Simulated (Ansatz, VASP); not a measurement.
**Two plane-wave programs on CoO**

File INCAR:

```
PREC     = Accurate       # precision mode
ENCUT    = 520            # plane-wave cutoff, eV
EDIFF    = 1E-6           # SCF threshold, eV
ISMEAR   = -1             # smearing method
SIGMA    = 0.05           # smearing width, eV
LREAL    = F              # projectors in reciprocal space
LASPH    = T              # aspherical terms in the spheres
NELM     = 150            # most SCF steps
ALGO     = Normal         # electronic algorithm
ISIF     = 2              # what is computed and relaxed
LWAVE    = F              # write WAVECAR
LCHARG   = F              # write CHGCAR
ISPIN    = 2              # spin polarisation
MAGMOM   = 2 0            # initial moments
LORBIT   = 11             # projections on sites
LMAXMIX  = 4              # l up to which the mixer works
LDAU     = T              # DFT+U
LDAUTYPE = 2            
LDAUL    = 2 -1           # shell
LDAUU    = 3 0            # U, eV
LDAUJ    = 0 0          
LDAUPRINT= 1            
GGA      = PS             # functional
NBANDS   = 18             # bands
```

The input KPOINTS:

```
regular mesh
0
Gamma
  10 10 10
```

Contents of POSCAR:

```
CoO
1.0
    1.6022198417      0.9250420569      2.5664708903
   -1.6022198417      0.9250420569      2.5664708903
    0.0000000000     -1.8500841138      2.5664708903
Co O
1 1
Direct
    0.9989783200      0.9989783200      0.9989783200
    0.7510210300      0.7510210300      0.7510210300
```

input.yaml

```yaml
crystal:
  lattice:
    - [1.6022198417, 0.9250420569, 2.5664708903]
    - [-1.6022198417, 0.9250420569, 2.5664708903]
    - [0.0, -1.8500841138, 2.5664708903]
  atoms:
    - { symbol: Co, position: [0.99897832, 0.99897832, 0.99897832], spin: 2.0 }
    - { symbol: O, position: [0.75102103, 0.75102103, 0.75102103] }
hamiltonian:
  xc: pbesol
  pseudopotentials: { kind: paw }
  hubbard: { sites: [{ species: Co, l: d, u_eff: 3.0 }] }
magnetization:
  spin_polarized: true
kpoints:
  mp_grid: { grid: [10, 10, 10] }
scf:
  occupations: { method: fermi_dirac, width: 0.05 }
  n_extra_bands: 6
output:
  forces: true
  stress: true
  eigenvalues: true
  dos: { projected: true, de: 0.05, nscf_kmesh: { grid: [15, 15, 15] } }
```

Alike in both runs: functional PBEsol; k mesh 10 × 10 × 10; occupations fermi-dirac, width 0.05 eV; collinear spin; Hubbard terms Co d U = 3.0 eV.

|  | VASP | Ansatz |
| --- | --- | --- |
| version | VASP 6.6.1 | Ansatz 0.2.0 |
| potentials or method | VASP PAW PBE potentials, release 64 (Co, O) | Ansatz PAW |
| plane-wave cutoff (eV) | 520 | 420 |
| valence electrons in the cell | 15 | 23 |
| task | single point | projected density of states |

|  | VASP | Ansatz | Ansatz less VASP |
| --- | --- | --- | --- |
| gap on the k mesh at the Fermi level (eV) | 0.29 | 0.17 | -0.120 |
| least direct gap on the mesh (eV) | 0.29 | 0.17 | -0.120 |
| pressure (GPa) | 3.6 | 6.1 | +2.53 |
| traceless stress, the component that is largest in VASP (GPa) | 4.50 | 4.74 | +0.239 |
| rms of the force components (eV/Å) | 0.221 | 0.234 | +0.0137 |
| net moment per atom (μB) | 1.50 | 1.50 | 0.000 |
| size of the moment on the site where the two differ most (μB) | 2.67 | 2.39 | -0.274 |

VASP's potentials were made for PBE, not for PBEsol. Site moments also hang on the region over which each program counts them. The programs project onto different local orbitals, so the same U acts differently, and such runs can settle in different states. Atom by atom the forces differ by 0.014 eV/Å (rms over components). VASP's potentials hold 15 valence electrons a cell and Ansatz's 23, so a difference there can come from the potentials and not from the codes.

Noted on Ansatz's run: the magnetic or orbital state may not be the lowest.
